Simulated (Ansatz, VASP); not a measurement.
## Two plane-wave programs on Ga

Contents of INCAR:

```
PREC = Accurate
ENCUT = 520
EDIFF = 1E-6
ISMEAR = 0
SIGMA = 0.15
LREAL = F
LASPH = T
NELM = 60
ALGO = Fast
ISIF = 2
LWAVE = F
LCHARG = F
GGA = PS
NBANDS = 12
```

File KPOINTS:

```
Automatic mesh
0
Gamma
  24 24 24
```

Contents of POSCAR:

```
Ga
1.0
   -1.4461200000      1.4461200000      2.1621300000
    1.4461200000     -1.4461200000      2.1621300000
    1.4461200000      1.4461200000     -2.1621300000
Ga
1
Direct
    0.0000000000      0.0000000000      0.0000000000
```

Input for Ansatz:

```yaml
crystal:
  lattice:
    - [-1.44612, 1.44612, 2.16213]
    - [1.44612, -1.44612, 2.16213]
    - [1.44612, 1.44612, -2.16213]
  atoms:
    - { symbol: Ga, position: [0.0, 0.0, 0.0] }
basis:
  ecutwfc: 420
kpoints:
  mp_grid: { grid: [24, 24, 24] }
hamiltonian:
  xc: pbesol
scf:
  occupations: { method: gaussian, width: 0.15 }
output:
  forces: true
  stress: true
  eigenvalues: true
```

Change from the starting cell: strain +0.030 along x and y, -0.030 along z, atoms carried along.

Alike in both runs: task single point; functional PBEsol; k mesh 24 × 24 × 24; occupations gaussian, width 0.15 eV; no spin polarisation.

|  | VASP | Ansatz |
| --- | --- | --- |
| version | VASP 6.6.1 | Ansatz 0.2.0 |
| potentials or method | VASP PAW PBE potentials, release 64 (Ga_d), cutoff 520 eV | scalar-relativistic, plane waves, PAW |
| valence electrons in the cell | 13 | 13 |

VASP gave:

| Quantity | Value |
| --- | --- |
| gap on the k mesh at the Fermi level (eV) | none |
| pressure (GPa) | -1.1 |
| traceless stress, the component that is largest in VASP (GPa) | 0.32 |

What did Ansatz give for the same quantities?

gap on the k mesh at the Fermi level (eV): none; pressure (GPa): -1.2; traceless stress, the component that is largest in VASP (GPa): 0.32.

VASP's potentials were made for PBE, not for PBEsol. A gap of «none» marks a metal or a gap that the smearing closes.
